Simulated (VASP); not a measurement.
A run of VASP 6.6.1:

The input INCAR:

```
PREC = Accurate ; ENCUT = 520
EDIFF = 1E-7 ; ISMEAR = 0
SIGMA = 0.1 ; LREAL = F
LASPH = T ; NELM = 100
ALGO = Normal ; ISIF = 2
LWAVE = F ; LCHARG = F
GGA = PE ; NBANDS = 34
```

Contents of KPOINTS:

```
Automatic mesh
0
Gamma
  6 6 2
```

The input POSCAR:

```
In2GeS2
1.0
    3.9187165600      0.0000000000      0.0000000000
   -1.9593582800      3.3937080900      0.0000000000
    0.0000000000      0.0000000000      9.5683238000
In Ge S
2 1 2
Direct
    0.3333333300      0.6666666700      0.3453400100
    0.6666666700      0.3333333300      0.6546599900
    0.0000000000      0.0000000000      0.5000000000
    0.3333333300      0.6666666700      0.8444100000
    0.6666666700      0.3333333300      0.1555900000
```

Potentials or basis: VASP PAW PBE potentials, release 64 (In_d, Ge_d, S).

The run is started by

```sh
$ cat potpaw_PBE.64/In_d/POTCAR potpaw_PBE.64/Ge_d/POTCAR potpaw_PBE.64/S/POTCAR > POTCAR
$ mpirun -np 1 vasp_std > vasp.out
```

Hardware: 1 thread of Intel Xeon 8259CL, with other jobs on the host.

Task: Estimate the wall time of this run.

Result: Run time: 2.1 min on 1 thread of Intel Xeon 8259CL (shared host), peak memory 0.27 GiB. Counts: scf iterations 16, k points 14.
